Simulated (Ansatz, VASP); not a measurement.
## One calculation of Te, two programs

```xyz
3
Lattice="4.4540 0.0000 0.0000 -2.2270 3.8573 0.0000 0.0000 0.0000 5.9240" Properties=species:S:1:pos:R:3 pbc="T T T"
Te    1.6279    2.8197    0.0000
Te   -0.5991    1.0376    3.9493
Te    1.1981    0.0000    1.9747
```

Alike in both runs: task single point; functional PBE; k mesh 7 × 7 × 5; occupations gaussian, width 0.011 eV; no spin polarisation.

|  | VASP | Ansatz |
| --- | --- | --- |
| version | VASP 6.6.1 | Ansatz 0.2.0 |
| potentials or method | VASP PAW PBE potentials, release 64 (Te) | Ansatz PAW |
| plane-wave cutoff (eV) | 520 | 420 |
| valence electrons in the cell | 18 | 48 |

|  | VASP | Ansatz | Ansatz less VASP |
| --- | --- | --- | --- |
| gap on the k mesh at the Fermi level (eV) | 0.63 | 0.63 | +0.004 |
| least direct gap on the mesh (eV) | 0.78 | 0.80 | +0.011 |
| pressure (GPa) | 1.5 | 1.4 | -0.01 |
| traceless stress, the component that is largest in VASP (GPa) | 0.28 | 0.27 | -0.017 |
| rms of the force components (eV/Å) | 0.092 | 0.085 | -0.0068 |

Atom by atom the forces differ by 0.007 eV/Å (rms over components). VASP's potentials hold 18 valence electrons a cell and Ansatz's 48, so a difference there can come from the potentials and not from the codes.

Spin-orbit coupling is off throughout. Noted on Ansatz's run: odd divisions of the mesh miss points on the zone boundary, where band edges often lie, so the gap on the mesh can be too wide.
